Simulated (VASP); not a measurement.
A run of VASP 6.6.1 is set up as follows.

POSCAR

```
SnTe
1.0
    0.0000000000      3.0865288906      3.0865288906
    3.0865288906      0.0000000000      3.0865288906
    3.0865288906      3.0865288906      0.0000000000
Te Sn
1 1
Direct
    0.5000000000      0.5000000000      0.5000000000
    0.0000000000      0.0000000000      0.0000000000
```

The input INCAR.step1:

```
SYSTEM = SnTe
ALGO = Normal
EDIFF = 1E-5
ENCUT = 520
GGA = PE
ISIF = 2
ISMEAR = -1
LASPH = .TRUE.
LREAL = .FALSE.
LWAVE = .TRUE.
NBANDS = 17
NELM = 60
PREC = Accurate
SIGMA = 0.05
```

File INCAR.step2:

```
SYSTEM = SnTe
AEXX = 0.25
ALGO = Normal
EDIFF = 1E-6
ENCUT = 520
GGA = PS
HFSCREEN = 0.207
ISIF = 2
ISMEAR = -1
ISTART = 1
LASPH = .TRUE.
LCHARG = .TRUE.
LELF = .TRUE.
LHFCALC = .TRUE.
LREAL = .FALSE.
LVHAR = .TRUE.
LWAVE = .FALSE.
NBANDS = 17
NELM = 60
PREC = Accurate
PRECFOCK = Normal
SIGMA = 0.05
```

The input KPOINTS:

```
k-points
0
G
  4 4 4
  0 0 0
```

Potentials or basis: VASP PAW PBE potentials, release 64 (Te, Sn_d).

Run with:

```console
$ cat potpaw_PBE.64/Te/POTCAR potpaw_PBE.64/Sn_d/POTCAR > POTCAR
$ cp INCAR.step1 INCAR
$ mpirun -np 1 vasp_std > vasp.out
$ cp INCAR.step2 INCAR
$ mpirun -np 1 vasp_std > vasp.out
```

Q: Estimate the pressure.

A: 1.7 GPa.

Q: Predict the band gap on the k mesh.

A: 0.32 eV.

Caveat: the k points lie up to 0.44 Å⁻¹ apart; the PAW data sets were made with another functional, which shifts forces and pressure a little; spin-orbit coupling is left out, which moves the levels of the heavy elements. A k mesh can miss the band edges.
